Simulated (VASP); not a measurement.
Here is a VASP 6.6.1 calculation.

The input INCAR:

```
SYSTEM = GeP4
PREC = Accurate
ENCUT = 520
EDIFF = 1E-6
ISMEAR = 0
SIGMA = 0.1
LREAL = .False.
LASPH = .True.
NELM = 80
ALGO = Normal
ISIF = 2
LWAVE = .False.
LCHARG = .False.
GGA = PE
NBANDS = 25
```

KPOINTS

```
Automatic mesh
0
Gamma
  12 12 12
  0 0 0
```

POSCAR

```
GeP4
1.0
   -2.3176533435      2.3176533435      3.8605744767
    2.3176533435     -2.3176533435      3.8605744767
    2.3176533435      2.3176533435     -3.8605744767
Ge P
1 4
Direct
    0.0000000000      0.0000000000      0.0000000000
    0.2500000000      0.7500000000      0.5000000000
    0.7500000000      0.2500000000      0.5000000000
    0.3416562965      0.3416562965      0.0000000000
    0.6583437035      0.6583437035      0.0000000000
```

Potentials or basis: VASP PAW PBE potentials, release 64 (Ge_d, P).

The run is started by

```bash
$ cat potpaw_PBE.64/Ge_d/POTCAR potpaw_PBE.64/P/POTCAR > POTCAR
$ mpirun -np 1 vasp_std > vasp.out
```

(1) What does it give for the band gap on the k mesh?

(2) Predict the pressure.

(3) Estimate the largest force.

## Answers

(1) zero (bands 17 and 18 overlap by 2.49 eV).

(2) -0.1 GPa.

(3) 0.006 eV/Å.
